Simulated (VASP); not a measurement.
Set up this calculation in VASP 6.6.1, as the native input.

| Item | Value |
| --- | --- |
| Task | single point |
| Functional | PBE |
| Potentials or basis | VASP PAW PBE potentials, release 64 (Na_pv) |
| Cutoff | 520 eV |
| k mesh | 13 × 13 × 13 |
| Occupations | fermi-dirac, width 0.1 eV |
| Spin | no spin polarisation |
| Dipole correction | no |
| Further INCAR settings | ALGO = Normal; EDIFF = 1e-06; NBANDS = 10 |

The structure of Na lies in POSCAR:

```
Na
1.0
    0.0000000000      2.6440235555      2.6440235555
    2.6440235555      0.0000000000      2.6440235555
    2.6440235555      2.6440235555      0.0000000000
Na
1
Direct
    0.0000000000      0.0000000000      0.0000000000
```

The input as run:

INCAR

```
PREC = Accurate
ENCUT = 520
EDIFF = 1E-6
ISMEAR = -1
SIGMA = 0.1
LREAL = F
LASPH = T
NELM = 60
ALGO = Normal
ISIF = 2
LWAVE = F
LCHARG = F
GGA = PE
NBANDS = 10
```

KPOINTS

```
regular mesh
0
Gamma
  13 13 13
```

Potentials or basis: VASP PAW PBE potentials, release 64 (Na_pv).

Run with:

```sh
$ cat potpaw_PBE.64/Na_pv/POTCAR > POTCAR
$ mpirun -np 1 vasp_std > vasp.out
```

It gave:

```json
{
 "Pressure": "0.0 GPa"
}
```

Run time: 20 s on 1 thread of AMD EPYC 9R45 (Zen 5), with other jobs on the host, peak memory 0.13 GiB.
